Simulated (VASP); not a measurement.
Wanted: the native input for a VASP 6.6.1 run.

| Property | Result |
| --- | --- |
| Task | single point |
| Functional | PBEsol |
| Potentials or basis | VASP PAW PBE potentials, release 64 (Rh_pv) |
| Cutoff | 520 eV |
| k mesh | 21 × 21 × 12 |
| Occupations | gaussian, width 0.15 eV |
| Spin | no spin polarisation |
| Dipole correction | no |
| Further INCAR settings | ALGO = Normal; EDIFF = 1e-07; NBANDS = 22 |

The structure of Rh lies in POSCAR:

```
Rh
1.0
    2.6888395124      0.0000000000      0.0000000000
   -1.3444197562      2.3286033244      0.0000000000
    0.0000000000      0.0000000000      4.3293548531
Rh
2
Direct
    0.6666666667      0.3333333333      0.7500000000
    0.3333333333      0.6666666667      0.2500000000
```

One way to write it, as run:

INCAR

```
SYSTEM = Rh
ALGO = Normal
EDIFF = 1E-7
ENCUT = 520
GGA = PS
ISIF = 2
ISMEAR = 0
LASPH = .TRUE.
LCHARG = .FALSE.
LREAL = .FALSE.
LWAVE = .FALSE.
NBANDS = 22
NELM = 80
PREC = Accurate
SIGMA = 0.15
```

KPOINTS

```
k-points
0
G
  21 21 12
  0 0 0
```

Potentials or basis: VASP PAW PBE potentials, release 64 (Rh_pv).

Run with:

```sh
$ cat potpaw_PBE.64/Rh_pv/POTCAR > POTCAR
$ mpirun -np 1 vasp_std > vasp.out
```

Results of the run:

* Pressure: 0.0 GPa
* Band gap on the k mesh: zero (band 15 reaches 12.79 eV, above the bottom of band 16 at 10.31 eV)

Caveat: the PAW data sets were made with another functional, which shifts forces and pressure a little.

It took 2.4 min on 1 thread of Intel(R) Xeon(R) Platinum 8259CL CPU @ 2.50GHz (Skylake/Cascade Lake) (shared host), peak memory 0.26 GiB.
